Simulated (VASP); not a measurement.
Set up this calculation in VASP 6.6.1, as the native input.

```
Task                   : single point
Functional             : PBE
Potentials or basis    : VASP PAW PBE potentials, release 64 (Ga_d, F)
Cutoff                 : 520 eV
k mesh                 : 8 × 8 × 8
Occupations            : fermi-dirac, width 0.05 eV
Spin                   : no spin polarisation
Dipole correction      : no
Further INCAR settings : ALGO = Normal; EDIFF = 1e-06; NBANDS = 17
```

The structure of GaF lies in POSCAR:

```
GaF
1.0
    3.2280126268      0.0000000000      0.0000000000
    0.0000000000      3.2280126268      0.0000000000
    0.0000000000      0.0000000000      3.2280126268
Ga F
1 1
Direct
    0.0000000000      0.0000000000      0.0000000000
    0.5000000000      0.5000000000      0.5000000000
```

One way to write it, as run:

INCAR

```
PREC     = Accurate       # precision mode
ENCUT    = 520            # plane-wave cutoff, eV
EDIFF    = 1E-6           # SCF threshold, eV
ISMEAR   = -1             # smearing method
SIGMA    = 0.05           # smearing width, eV
LREAL    = False          # projectors in reciprocal space
LASPH    = True           # aspherical terms in the spheres
NELM     = 100            # most SCF steps
ALGO     = Normal         # electronic algorithm
ISIF     = 2              # what is computed and relaxed
LWAVE    = False          # write WAVECAR
LCHARG   = False          # write CHGCAR
GGA      = PE             # functional
NBANDS   = 17             # bands
```

KPOINTS

```
regular mesh
0
Gamma
  8 8 8
```

Potentials or basis: VASP PAW PBE potentials, release 64 (Ga_d, F).

The run is started by

```sh
$ cat potpaw_PBE.64/Ga_d/POTCAR potpaw_PBE.64/F/POTCAR > POTCAR
$ mpirun -np 1 vasp_std > vasp.out
```

Results of the run:

- Pressure: -2.4 GPa
- Band gap on the k mesh: 0.75 eV, indirect (least direct gap 1.29 eV)

Run time: 9.3 s on 1 thread of Intel(R) Xeon(R) Platinum 8488C (Sapphire Rapids), on a shared host, peak memory 0.14 GiB.
